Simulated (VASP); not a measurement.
The system is ZnS.

```xyz
2
Lattice="0.0000 2.7020 2.7020 2.7020 0.0000 2.7020 2.7020 2.7020 0.0000" Properties=species:S:1:pos:R:3 pbc="T T T"
Zn    4.0530    4.0530    4.0530
S     0.0000    0.0000    0.0000
```

Base run:

| Property | Result |
| --- | --- |
| Program | VASP 6.6.1 |
| Functional | PBE-based screened hybrid with 25 % exact exchange |
| Potentials or basis | VASP PAW PBE potentials, release 64 (Zn, S) |
| Cutoff | 520 eV |
| k mesh | 5 × 5 × 5 |
| Occupations | fermi-dirac, width 0.05 eV |
| Spin | no spin polarisation |

Its results: band gap on the k mesh 2.69 eV; pressure 1.7 GPa.

Problem. The run is repeated on the same cell with these changes: functional from PBE-based screened hybrid with 25 % exact exchange to PBE-based global hybrid with 35 % exact exchange; share of exact exchange from 0.25 to 0.35. What comes out?

Solution. Band gap on the k mesh 4.82 eV; pressure 0.3 GPa.

Caveats: the PAW data sets were made with another functional, which shifts forces and pressure a little.

